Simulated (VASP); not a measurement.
Set up this calculation in VASP 6.6.1, as the native input.

- Task: single point
- Functional: r2SCAN
- Potentials or basis: VASP PAW PBE potentials, release 64 (Zr_sv, B)
- Cutoff: 520 eV
- k mesh: 10 × 10 × 10
- Occupations: fermi-dirac, width 0.05 eV
- Spin: no spin polarisation
- Dipole correction: no
- Further INCAR settings: ALGO = Normal; EDIFF = 1e-06; NBANDS = 14

Crystal: ZrB.

```
Zr B
1.0
     0.00000    2.34040    2.34040
     2.34040    0.00000    2.34040
     2.34040    2.34040    0.00000
Zr B
1 1
Direct
  0.00000 0.00000 0.00000
  0.50000 0.50000 0.50000
```

These files were run (other wordings do the same):

POSCAR

```
ZrB
1.0
    0.0000000000      2.3403977997      2.3403977997
    2.3403977997      0.0000000000      2.3403977997
    2.3403977997      2.3403977997      0.0000000000
Zr B
1 1
Direct
    0.0000000000      0.0000000000      0.0000000000
    0.5000000000      0.5000000000      0.5000000000
```

INCAR.step1

```
SYSTEM = ZrB
PREC     = Accurate       ! precision mode
ENCUT    = 520            ! plane-wave cutoff, eV
ISMEAR   = -1             ! smearing method
SIGMA    = 0.05           ! smearing width, eV
LREAL    = .FALSE.        ! projectors in reciprocal space
LASPH    = .TRUE.         ! aspherical terms in the spheres
NELM     = 100            ! most SCF steps
NBANDS   = 14             ! bands
GGA      = PE             ! functional
ALGO     = Normal         ! electronic algorithm
EDIFF    = 1E-4           ! SCF threshold, eV
LWAVE    = .TRUE.         ! write WAVECAR
LCHARG   = .FALSE.        ! write CHGCAR
```

INCAR.step2

```
SYSTEM = ZrB
PREC     = Accurate       ! precision mode
ENCUT    = 520            ! plane-wave cutoff, eV
EDIFF    = 1E-6           ! SCF threshold, eV
ISMEAR   = -1             ! smearing method
SIGMA    = 0.05           ! smearing width, eV
LREAL    = .FALSE.        ! projectors in reciprocal space
LASPH    = .TRUE.         ! aspherical terms in the spheres
NELM     = 100            ! most SCF steps
ALGO     = Normal         ! electronic algorithm
ISIF     = 2              ! what is computed and relaxed
LWAVE    = .FALSE.        ! write WAVECAR
LCHARG   = .FALSE.        ! write CHGCAR
METAGGA  = R2SCAN         ! meta-GGA
LMIXTAU  = .TRUE.       
NBANDS   = 14             ! bands
ISTART   = 1
```

KPOINTS

```
regular mesh
0
G
  10 10 10
  0 0 0
```

Potentials or basis: VASP PAW PBE potentials, release 64 (Zr_sv, B).

The run is started by

```console
$ cat potpaw_PBE.64/Zr_sv/POTCAR potpaw_PBE.64/B/POTCAR > POTCAR
$ cp INCAR.step1 INCAR
$ mpirun -np 1 vasp_std > vasp.out
$ cp INCAR.step2 INCAR
$ mpirun -np 1 vasp_std > vasp.out
```

Results of the run:

The pressure is 31.0 GPa.

Caveat: the PAW data sets were made with another functional, which shifts forces and pressure a little.

It took 2.8 min on 1 thread of AMD EPYC 7R13, with other jobs on the host, peak memory 0.14 GiB.
